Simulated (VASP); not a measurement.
The system is Sb2Te2O3.

```
Sb Te O
1.0
     4.53835    0.00000    0.00000
    -2.26918    3.93033    0.00000
     0.00000    0.00000    9.84485
Sb Te O
2 2 3
Direct
  0.33333 0.66667 0.33694
  0.33333 0.66667 0.66306
  0.00000 0.00000 0.00000
  0.66667 0.33333 0.00000
  0.33333 0.66667 0.50000
  0.66667 0.33333 0.17941
  0.66667 0.33333 0.82059
```

The cell was generated, and may not be a known phase.

* Program: VASP 6.6.1
* Task: relaxation of cell and atoms
* Functional: PBE
* Potentials or basis: VASP PAW PBE potentials, release 64 (Sb, Te, O)
* Cutoff: 600 eV
* k mesh: 3 × 3 × 2
* Occupations: gaussian, width 0.15 eV
* Spin: no spin polarisation

At the start: pressure 35.2 GPa; volume 25.09 Å³/atom.

Where does the relaxation end?

Over 33 steps the energy falls by 1452.9 meV/atom and the volume is 24.95 Å³/atom (-0.5 %); space group P-6m2 (No. 187, to 0.1 Å) before and after.

Step by step:
```csv
step,energy change (eV),largest force (eV/Å),pressure (GPa),volume (Å³)
1,0.0000,22.3322,35.16,175.60
2,2.8263,0.1938,-8.52,333.89
3,1.2637,0.2432,-7.32,309.12
4,0.2736,0.1671,-6.54,291.99
5,-3.9607,1.3563,-5.02,231.15
6,-6.8890,2.1582,-2.58,202.73
7,-7.8241,2.1303,2.25,189.01
8,-7.8481,2.8041,4.72,184.88
9,-7.8601,2.5312,3.70,186.46
10,-8.5865,0.9865,-1.15,202.03
11,-8.6912,0.3796,-3.06,212.88
12,-8.8285,3.0756,0.81,204.33
13,-8.9061,1.5676,-0.85,207.39
14,-9.1874,1.5786,-0.63,200.16
15,-9.9012,1.3475,1.61,179.06
16,-8.6632,1.7108,16.41,139.61
17,-9.7141,2.3531,6.70,166.28
18,-9.6052,2.0408,9.13,158.29
19,-9.6542,1.8376,8.79,157.64
20,-9.7267,1.2602,7.82,155.71
21,-9.7291,1.1350,7.62,155.28
22,-9.7796,1.0629,7.07,156.36
23,-9.9106,0.8684,5.43,159.62
24,-10.0855,0.5431,2.54,166.26
25,-10.1248,0.5745,-1.87,180.03
26,-10.1544,0.4297,-0.38,174.64
27,-10.1545,0.4182,-0.26,174.24
28,-10.1579,0.3389,-0.20,174.28
29,-10.1647,0.1975,-0.06,174.40
30,-10.1615,0.4436,0.23,174.65
31,-10.1662,0.1784,0.03,174.49
32,-10.1689,0.1088,-0.10,174.56
33,-10.1703,0.0229,-0.29,174.67
```

Final structure:
```
CELL_PARAMETERS angstrom
4.85930 0.00000 0.00000
-2.42965 4.20828 0.00000
0.00000 0.00000 8.54154
ATOMIC_POSITIONS crystal
Sb 0.33333 0.66667 0.27190
Sb 0.33333 0.66667 0.72810
Te 0.00000 0.00000 0.00000
Te 0.66667 0.33333 0.00000
O 0.33333 0.66667 0.50000
O 0.66667 0.33333 0.25429
O 0.66667 0.33333 0.74571
```

Caveat: the k points lie up to 0.50 Å⁻¹ apart in the final cell, too coarse for converged energies and pressures of a metal.
